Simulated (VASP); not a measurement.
## ZnAu: single point with PBE

The system is ZnAu.

```
CELL_PARAMETERS angstrom
3.24920 0.00000 0.00000
0.00000 3.24920 0.00000
0.00000 0.00000 3.24920
ATOMIC_POSITIONS crystal
Zn 0.50000 0.50000 0.50000
Au 0.00000 0.00000 0.00000
```

This cell differs from its parent crystal: volume scaled by 1.06.

```
Program                : VASP 6.6.1
Task                   : single point
Functional             : PBE
Potentials or basis    : VASP PAW PBE potentials, release 64 (Zn, Au)
Cutoff                 : 520 eV
k mesh                 : 14 × 14 × 14
Occupations            : gaussian, width 0.1 eV
Spin                   : no spin polarisation
Dipole correction      : no
Further INCAR settings : ALGO = Normal; EDIFF = 1e-07; NBANDS = 18
```

```
Pressure : -5.7 GPa
```

Levels at points of the mesh, in eV from the Fermi level:
```tsv
k point	band 9	band 10	band 11	band 12	band 13	band 14	band 15	band 16
(0.00, 0.00, 0.00)	-3.56	-3.56	-3.56	4.88	4.88	4.88	7.72	11.50
(0.50, 0.00, 0.00)	-4.51	-4.51	-3.66	-2.33	10.26	10.42	10.42	10.59
(0.50, 0.50, 0.00)	-3.88	-3.04	-1.57	-1.57	0.55	1.97	9.91	12.33
(0.50, 0.50, 0.50)	-3.00	-3.00	1.15	3.04	3.69	3.69	3.69	5.46
```

It took 24 s on 1 thread of Intel(R) Xeon(R) Platinum 8488C (Sapphire Rapids) (shared host), peak memory 0.2 GiB.

Caveat: spin-orbit coupling is left out, which moves the levels of the heavy elements.
